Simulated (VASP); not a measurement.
Here is a VASP 6.6.1 calculation.

Contents of INCAR:

```
  PREC = Accurate
  ENCUT = 600
  EDIFF = 1E-6
  ISMEAR = 0
  SIGMA = 0.05
  LREAL = F
  LASPH = T
  NELM = 80
  ALGO = Normal
  ISIF = 4
  LWAVE = F
  LCHARG = F
  GGA = PE
  IBRION = 2
  NSW = 60
  EDIFFG = -0.01
```

KPOINTS

```
regular mesh
0
Gamma
  8 8 6
```

POSCAR

```
BiTe
1.0
    4.3698137230      0.0000000000      0.0000000000
   -2.1849068615      3.7843696940      0.0000000000
    0.0000000000      0.0000000000      8.8318173123
Bi Te
2 2
Direct
    0.3333333333      0.6666666667      0.2500000000
    0.6666666667      0.3333333333      0.7500000000
    0.0000000000      0.0000000000      0.0000000000
    0.0000000000      0.0000000000      0.5000000000
```

Potentials or basis: VASP PAW PBE potentials, release 64 (Bi_d, Te).

The run is started by

```sh
$ cat potpaw_PBE.64/Bi_d/POTCAR potpaw_PBE.64/Te/POTCAR > POTCAR
$ mpirun -np 1 vasp_std > vasp.out
```

Task: Estimate the band gap on the k mesh.

Result: Zero (bands 21 and 22 overlap by 2.05 eV).

Final structure:
```yaml
crystal:
  lattice:
    - [4.40127, 0.00000, 0.00000]
    - [-2.20063, 3.81161, 0.00000]
    - [0.00000, 0.00000, 8.70604]
  atoms:
    - { symbol: Bi, position: [0.33333, 0.66667, 0.25000] }
    - { symbol: Bi, position: [0.66667, 0.33333, 0.75000] }
    - { symbol: Te, position: [0.00000, 0.00000, 0.00000] }
    - { symbol: Te, position: [0.00000, 0.00000, 0.50000] }
```

Caveat: spin-orbit coupling is left out, which moves the levels of the heavy elements.
